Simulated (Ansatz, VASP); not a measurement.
**One calculation of Ge, two programs**

```
CELL_PARAMETERS angstrom
4.78250 2.76118 1.98253
-4.78250 2.76118 1.98253
0.00000 -5.52236 1.98253
ATOMIC_POSITIONS crystal
Ge 0.71604 0.71604 0.71604
Ge 0.28396 0.28396 0.28396
Ge 0.02894 0.72536 0.53229
Ge 0.53229 0.02894 0.72536
Ge 0.72536 0.53229 0.02894
Ge 0.97106 0.27464 0.46771
Ge 0.46771 0.97106 0.27464
Ge 0.27464 0.46771 0.97106
```

Alike in both runs: task single point; functional LDA; k mesh 9 × 9 × 9; occupations gaussian, width 0.15 eV; no spin polarisation.

|  | VASP | Ansatz |
| --- | --- | --- |
| version | VASP 6.6.1 | Ansatz 0.2.0 |
| potentials or method | VASP PAW LDA potentials, release 64 (Ge_d), cutoff 520 eV | scalar-relativistic, plane waves, PAW |
| valence electrons in the cell | 112 | 112 |

|  | VASP | Ansatz | Ansatz less VASP |
| --- | --- | --- | --- |
| gap on the k mesh at the Fermi level (eV) | none | none | - |
| pressure (GPa) | 1.8 | 1.6 | -0.17 |
| traceless stress, the component that is largest in VASP (GPa) | -4.50 | -4.47 | +0.039 |
| rms of the force components (eV/Å) | 0.192 | 0.189 | -0.0027 |

Ansatz warns that its potentials were made for another functional, while VASP's fit it. LDA's correlation is that of Perdew and Zunger in VASP and of Perdew and Wang (1992) in Ansatz. Atom by atom the forces differ by 0.005 eV/Å (rms over components). A gap of «none» marks a metal or a gap that the smearing closes.
